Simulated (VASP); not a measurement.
# Te2Mo in VASP: a series of runs

Te2Mo is run at these levels: PBE+D3(BJ); tasks: single point.

Program: VASP 6.6.1. These are calculated values, not measurements. Logs are shortened: lines on timing, memory, paths and dates and some standing lists are left out, and cuts for length are marked.

## 1. The cell of the first run

The cell holds a slab with vacuum, 6 atoms: a = 3.504 Å, b = 3.504 Å, c = 24.768 Å, α = 90.00°, β = 90.00°, γ = 120.00°.

## 2. Single point, PBE+D3(BJ) (layers slid over each other)

INCAR reads:

```
SYSTEM = Te2Mo
  PREC = Accurate
  ENCUT = 520
  EDIFF = 1E-6
  ISMEAR = 0
  SIGMA = 0.05
  LREAL = .FALSE.
  LASPH = .TRUE.
  NELM = 60
  ALGO = Normal
  ISIF = 2
  LWAVE = .FALSE.
  LCHARG = .FALSE.
  LDIPOL = .TRUE.
  IDIPOL = 3
  DIPOL = 0.5 0.5 0.399
  GGA = PE
  IVDW = 12
  NBANDS = 35
```

KPOINTS reads:

```
regular mesh
0
G
  9 9 1
  0 0 0
```

POSCAR reads:

```
Te2Mo
1.0
    3.5038816881      0.0000000000      0.0000000000
   -1.7519408440      3.0344505538      0.0000000000
    0.0000000000      0.0000000000     24.7677198395
Te Mo
4 2
Direct
    0.3333333333      0.6666666667      0.1816881017
    0.3333333333      0.6666666667      0.3284056818
    0.5000000000      1.3333333333      0.4689111470
    0.5000000000      1.3333333333      0.6156287272
    0.6666666667      0.3333333333      0.2550468917
    0.8333333333      1.0000000000      0.5422699371
```

Potentials or basis: VASP PAW PBE potentials, release 64 (Te, Mo_sv).

Launch:

```console
$ cat potpaw_PBE.64/Te/POTCAR potpaw_PBE.64/Mo_sv/POTCAR > POTCAR
$ mpirun -np 1 vasp_std > vasp.out
```

OUTCAR:

```text
SYSTEM = Te2Mo
   PREC = Accurate
   ENCUT = 520
   EDIFF = 1E-6
   ISMEAR = 0
   LREAL = .FALSE.
   LASPH = .TRUE.
   NELM = 60
   ISIF = 2
   GGA = PE
   IVDW = 12
 IVDW          = 12

 ion  position               nearest neighbor table
   1  0.333  0.667  0.182-   5 2.72   5 2.72   5 2.72   2 3.63
   2  0.333  0.667  0.328-   5 2.72   5 2.72   5 2.72   1 3.63
   3  0.500  0.333  0.469-   6 2.72   6 2.72   6 2.72   4 3.63
   4  0.500  0.333  0.616-   6 2.72   6 2.72   6 2.72   3 3.63
   5  0.667  0.333  0.255-   1 2.72   1 2.72   1 2.72   2 2.72   2 2.72   2 2.72
   6  0.833  0.000  0.542-   4 2.72   3 2.72   4 2.72   3 2.72   4 2.72   3 2.72

  LATTYP: Found a hexagonal cell.
 ALAT       =     3.5038816881
 C/A-ratio  =     7.0686518679

  Lattice vectors:

 A1 = (   3.5038816881,   0.0000000000,   0.0000000000)
 A2 = (  -1.7519408440,   3.0344505538,   0.0000000000)
 A3 = (   0.0000000000,   0.0000000000,  24.7677198395)

Analysis of symmetry for initial positions (statically):
=====================================================================
 Subroutine PRICEL returns:
 Original cell was already a primitive cell.

 Routine SETGRP: Setting up the symmetry group for a
 hexagonal supercell.

 Subroutine GETGRP returns: Found  1 space group operations
 (whereof  1 operations were pure point group operations)
 out of a pool of 24 trial point group operations.

The static configuration has the point symmetry C_1 .

Analysis of symmetry for dynamics (positions and initial velocities):
=====================================================================
 Subroutine PRICEL returns:
 Original cell was already a primitive cell.

 Routine SETGRP: Setting up the symmetry group for a
 hexagonal supercell.

 Subroutine GETGRP returns: Found  1 space group operations
 (whereof  1 operations were pure point group operations)
 out of a pool of 24 trial point group operations.

The dynamic configuration has the point symmetry C_1 .

 Subroutine INISYM returns: Found  1 space group operations
 (whereof  1 operations are pure point group operations),
 and found     1 'primitive' translations

----------------------------------------------------------------------------------------

                                     Primitive cell

  volume of cell :     263.3392

  direct lattice vectors                    reciprocal lattice vectors
     3.503881688  0.000000000  0.000000000     0.285397764  0.164774476  0.000000000
    -1.751940844  3.034450554  0.000000000     0.000000000  0.329548952  0.000000000
     0.000000000  0.000000000 24.767719839     0.000000000  0.000000000  0.040375134

  length of vectors
     3.503881688  3.503881688 24.767719839     0.329548952  0.329548952  0.040375134

  position of ions in fractional coordinates (direct lattice)
     0.333333333  0.666666667  0.181688102
     0.333333333  0.666666667  0.328405682
     0.500000000  0.333333333  0.468911147
     0.500000000  0.333333333  0.615628727
     0.666666667  0.333333333  0.255046892
     0.833333333  0.000000000  0.542269937

  ion indices of the primitive-cell ions
   primitive index   ion index
                 1           1
                 2           2
                 3           3
                 4           4
                 5           5
                 6           6

----------------------------------------------------------------------------------------

 KPOINTS: regular mesh

Automatic generation of k-mesh.
 Grid dimensions read from file:
 generate k-points for:    9    9    1

 Generating k-lattice:

  Cartesian coordinates                     Fractional coordinates (reciprocal lattice)
     0.031710863  0.018308275  0.000000000     0.111111111  0.000000000  0.000000000
     0.000000000  0.036616550  0.000000000     0.000000000  0.111111111  0.000000000
     0.000000000  0.000000000  0.040375134     0.000000000  0.000000000  1.000000000

  Length of vectors
     0.036616550  0.036616550  0.040375134

  Shift w.r.t. Gamma in fractional coordinates (k-lattice)
     0.000000000  0.000000000  0.000000000

 Subroutine IBZKPT returns following result:
 ===========================================

 Found     41 irreducible k-points:

 Following reciprocal coordinates:
            Coordinates               Weight
  0.000000  0.000000  0.000000      1.000000
  0.111111  0.000000  0.000000      2.000000
  0.000000  0.111111  0.000000      2.000000
 -0.111111  0.111111  0.000000      2.000000
  0.222222 -0.000000  0.000000      2.000000
  0.000000  0.222222  0.000000      2.000000
[... 16 lines left out ...]
  0.333333  0.111111  0.000000      2.000000
 -0.111111  0.444444  0.000000      2.000000
 [... further k-points ...]
   k-points           NKPTS =     41   k-points in BZ     NKDIM =     41   number of bands    NBANDS=     35
   number of dos      NEDOS =    301   number of ions     NIONS =      6
   total plane-waves  NPLWV = 150528
   dimension x,y,z NGX =    28 NGY =   28 NGZ =  192
   dimension x,y,z NGXF=    56 NGYF=   56 NGZF=  384
   ions per type =               4   2
   NGX,Y,Z   is equivalent  to a cutoff of  13.28, 13.28, 12.89 a.u.
   NGXF,Y,Z  is equivalent  to a cutoff of  26.57, 26.57, 25.77 a.u.
 SYSTEM =  Te2Mo
   PREC   = accura    normal or accurate (medium, high low for compatibility)
   ISTART =      0    job   : 0-new  1-cont  2-samecut
   ICHARG =      2    charge: 1-file 2-atom 10-const
   ISPIN  =      1    spin polarized calculation?
   LNONCOLLINEAR =      F non collinear calculations
   LSORBIT =      F    spin-orbit coupling
   LASPH  =      T    aspherical Exc in radial PAW
   ENCUT  =  520.0 eV  38.22 Ry    6.18 a.u.   6.51  6.51 46.05*2*pi/ulx,y,z
   NELM   =     60;   NELMIN=  2; NELMDL= -5     # of ELM steps
   EDIFF  = 0.1E-05   stopping-criterion for ELM
   LREAL  =      F    real-space projection
   EDIFFG = 0.1E-04   stopping-criterion for IOM
   NSW    =      0    number of steps for IOM
   IBRION =     -1    ionic relax: 0-MD 1-quasi-New 2-CG
   NFREE  =      0    steps in history (QN), initial steepest desc. (CG)
   ISIF   =      2    stress and relaxation
   ISYM   =      2    0-nonsym 1-usesym 2-fastsym
   POTIM  = 0.5000    time-step for ionic-motion
   TEBEG  =    0.0;   TEEND  =   0.0 temperature during run
   PSTRESS=    0.0 pullay stress
   NELECT =      52.0000    total number of electrons
   NUPDOWN=      -1.0000    fix difference up-down
   EMIN   =  10.00;   EMAX   =-10.00  energy-range for DOS
   EFERMI =   0.00;   METHOD = LEGACY
   ISMEAR =     0;   SIGMA  =   0.05  broadening in eV -4-tet -1-fermi 0-gaus
   EFERMI_NEDOS =   21; number of points for ismear=-14 and -15
   IALGO  =     38    algorithm
   IMIX   =      4    mixing-type and parameters
     AMIX     =   0.40;   BMIX     =  1.00
     AMIX_MAG =   1.60;   BMIX_MAG =  1.00
  volume/ion in A,a.u.               =      43.89       296.18
  Fermi-wavevector in a.u.,A,eV,Ry     =   0.953317  1.801508 12.365161  0.908814
  Thomas-Fermi vector in A             =   2.081961
   LORBIT       =      0    0 simple, 1 ext, 2 COOP (PROOUT), +10 PAW based schemes
   GGA     = PE    functional components
   LHFCALC =     F    Hartree Fock is set to
   AEXX    =    0.0000 exact exchange contribution
   IVDW    =    12    specifies the selected vdW correction
   LEPSILON=     F    determine dielectric tensor
   LRPA    =     F    only Hartree local field effects (RPA)
 non-spin polarized calculation
 Gauss-broadening in eV      SIGMA  =   0.05
  energy-cutoff  :      520.00
  volume of cell :      263.34
 maximum number of plane-waves:      7173
 NGX is ok and might be reduce to    28
   NGX = 13   NGY = 13   NGZ = 93

 dipolmoment           0.000000      0.000000     -0.000000 electrons x Angstroem

 number of electron      51.9999998 magnetization

 dipolmoment           0.000000      0.000000      0.002316 electrons x Angstroem

 Free energy of the ion-electron system (eV)
  ---------------------------------------------------
  ext. energy  EPLUGINS =         0.00000000
  ---------------------------------------------------
  free energy    TOTEN  =       -35.97453524 eV

  energy without entropy =      -35.97453524  energy(sigma->0) =      -35.97453524

 E-fermi :   2.8628     XC(G=0):  -6.3948

 val. band max:        2.4927158596   @ k =   0.3333   0.3333   0.0000
 cond. band min:       3.5779629133   @ k =   0.2222   0.2222   0.0000
 fundamental gap:      1.0852470537
 Fermi energy:         2.8628348815

 k-point     1 :       0.0000    0.0000    0.0000
  band No.  band energies     occupation
      1     -58.2012      2.00000
      2     -58.1664      2.00000
      3     -32.3795      2.00000
      4     -32.3434      2.00000
      5     -32.2345      2.00000
      6     -32.2332      2.00000
[... 27 lines left out ...]
     34       6.0153      0.00000
     35       6.6597      0.00000

 k-point     2 :       0.1111    0.0000    0.0000
  band No.  band energies     occupation
      1     -58.2000      2.00000
      2     -58.1652      2.00000
      3     -32.3760      2.00000
      4     -32.3399      2.00000
      5     -32.2493      2.00000
      6     -32.2381      2.00000
[... 27 lines left out ...]
     34       5.8705      0.00000
     35       6.8978      0.00000

 k-point     3 :       0.0000    0.1111    0.0000
  band No.  band energies     occupation
      1     -58.2000      2.00000
      2     -58.1652      2.00000
      3     -32.3760      2.00000
      4     -32.3399      2.00000
      5     -32.2497      2.00000
      6     -32.2377      2.00000
[... 27 lines left out ...]
     34       5.8249      0.00000
     35       6.8997      0.00000

 k-point     4 :      -0.1111    0.1111    0.0000
  band No.  band energies     occupation
      1     -58.2000      2.00000
      2     -58.1652      2.00000
      3     -32.3760      2.00000
      4     -32.3400      2.00000
      5     -32.2504      2.00000
      6     -32.2370      2.00000
[... 27 lines left out ...]
     34       5.8344      0.00000
     35       6.9007      0.00000

 k-point     5 :       0.2222   -0.0000    0.0000
  band No.  band energies     occupation
      1     -58.1970      2.00000
      2     -58.1622      2.00000
      3     -32.3672      2.00000
      4     -32.3311      2.00000
      5     -32.2894      2.00000
      6     -32.2557      2.00000
[... 638 lines left out ...]
 k-point    22 :       0.3333   -0.1111    0.0000
  band No.  band energies     occupation
      1     -58.1947      2.00000
      2     -58.1598      2.00000
      3     -32.3604      2.00000
      4     -32.3245      2.00000
      5     -32.3157      2.00000
      6     -32.2814      2.00000
[... 27 lines left out ...]
     34       6.0505      0.00000
     35       7.9956      0.00000

 k-point    23 :       0.3333    0.1111    0.0000
  band No.  band energies     occupation
      1     -58.1918      2.00000
      2     -58.1570      2.00000
      3     -32.3523      2.00000
      4     -32.3492      2.00000
      5     -32.3180      2.00000
      6     -32.3139      2.00000
[... 27 lines left out ...]
     34       6.1749      0.00000
     35       7.2557      0.00000

 k-point    24 :      -0.1111    0.4444    0.0000
  band No.  band energies     occupation
      1     -58.1918      2.00000
      2     -58.1570      2.00000
      3     -32.3526      2.00000
      4     -32.3496      2.00000
      5     -32.3171      2.00000
      6     -32.3152      2.00000
[... 27 lines left out ...]
     34       6.1054      0.00000
     35       7.3293      0.00000

 [... further k-points ...]

------------------------ aborting loop because EDIFF is reached ----------------------------------------

 vacuum level on the upper side and lower side of the slab       (xc-potential included)        -0.148        -0.187

 Edisp (eV)   -2.78898

 E8    (eV) :    -1.3195

  FORCE on cell =-STRESS in cart. coord.  units (eV):
  Direction    XX          YY          ZZ          XY          YZ          ZX
  --------------------------------------------------------------------------------------
  -------------------------------------------------------------------------------------
  Total      -0.15527    -0.11408    -0.25225    -0.11715    -0.17341     0.30311
  in kB      -0.94465    -0.69409    -1.53468    -0.71277    -1.05501     1.84415
  external pressure =       -1.06 kB  Pullay stress =        0.00 kB

 VOLUME and BASIS-vectors are now :
 -----------------------------------------------------------------------------
  energy-cutoff  :      520.00
  volume of cell :      263.34
      direct lattice vectors                 reciprocal lattice vectors
     3.503881688  0.000000000  0.000000000     0.285397764  0.164774476  0.000000000
    -1.751940844  3.034450554  0.000000000     0.000000000  0.329548952  0.000000000
     0.000000000  0.000000000 24.767719839     0.000000000  0.000000000  0.040375134

 POSITION                                       TOTAL-FORCE (eV/Angst)
 -----------------------------------------------------------------------------------
     -0.00000      2.02297      4.50000         0.004638     -0.000188      0.008579
     -0.00000      2.02297      8.13386        -0.058458      0.032935      0.037653
      1.16796      1.01148     11.61386         0.055343     -0.034109     -0.020636
      1.16796      1.01148     15.24772         0.001609      0.001359      0.003808
      1.75194      1.01148      6.31693        -0.018846      0.009264     -0.005212
      2.91990      0.00000     13.43079         0.015714     -0.009262     -0.024191
 -----------------------------------------------------------------------------------
    total drift:                                0.000381      0.000094      0.000173

  FREE ENERGIE OF THE ION-ELECTRON SYSTEM (eV)
  ---------------------------------------------------
  free  energy   TOTEN  =       -38.7635189902 eV

  energy  without entropy=      -38.7635189902  energy(sigma->0) =      -38.76351899

 vacuum level on the upper side and lower side of the slab         7.204         7.164
```

It took 7 min on 1 thread of Intel Xeon Platinum 8488C (Sapphire Rapids), shared host; peak memory 0.58 GiB.

Results:

```
Free energy                : -38.7635 eV
Largest force              : 0.077 eV/Å
Band gap on the k mesh     : 1.09 eV (least direct gap 1.14 eV)
Dispersion energy per atom : -0.465 eV
```

Forces in eV/Å, atoms in the order of the input:
```
Te   0.005  0.000  0.009
Te  -0.058  0.033  0.038
Te   0.055 -0.034 -0.021
Te   0.002  0.001  0.004
Mo  -0.019  0.009 -0.005
Mo   0.016 -0.009 -0.024
```

Caveat: the cell differs from its parent crystal (layers slid over each other); spin-orbit coupling is left out, which moves the levels of the heavy elements.

## 3. Single point, PBE+D3(BJ) (layers slid over each other)

INCAR is that of step 2.

KPOINTS is that of step 2.

POSCAR reads:

```
Te2Mo
1.0
    3.5038814672      0.0000000000      0.0000000000
   -1.7519407336      3.0344503624      0.0000000000
    0.0000000000      0.0000000000     24.7677196825
Te Mo
4 2
Direct
    0.3333333333      0.6666666667      0.1816881028
    0.3333333333      0.6666666667      0.3284056807
    0.5000000000      1.3333333333      0.4689111469
    0.5000000000      1.3333333333      0.6156287247
    0.6666666667      0.3333333333      0.2550468917
    0.8333333333      1.0000000000      0.5422699358
```

Potentials or basis: VASP PAW PBE potentials, release 64 (Te, Mo_sv).

Launch:

```console
$ cat potpaw_PBE.64/Te/POTCAR potpaw_PBE.64/Mo_sv/POTCAR > POTCAR
$ mpirun -np 1 vasp_std > vasp.out
```

Run time: 14 min. Hardware: 1 thread of Oxide Virtual Turin-like, shared host; peak memory 0.54 GiB.

Results (log left out):

| Quantity | Value |
| --- | --- |
| Free energy | -38.7635 eV |
| Largest force | 0.077 eV/Å |
| Band gap on the k mesh | 1.09 eV (least direct gap 1.14 eV) |
| Dispersion energy per atom | -0.465 eV |

Forces in eV/Å, atoms in the order of the input:
```
Te   0.005  0.000  0.009
Te  -0.058  0.033  0.038
Te   0.055 -0.034 -0.021
Te   0.002  0.001  0.004
Mo  -0.019  0.009 -0.005
Mo   0.016 -0.009 -0.024
```

Levels at points of the mesh, in eV from the valence-band top:
| k point | band 22 | band 23 | band 24 | band 25 | band 26 | band 27 | band 28 | band 29 | band 30 | band 31 |
| --- | --- | --- | --- | --- | --- | --- | --- | --- | --- | --- |
| (0.00, 0.00, 0.00) | -0.87 | -0.83 | -0.83 | -0.74 | -0.06 | 3.08 | 3.14 | 3.18 | 3.22 | 3.39 |

Caveat: the cell differs from its parent crystal (layers slid over each other); spin-orbit coupling is left out, which moves the levels of the heavy elements.
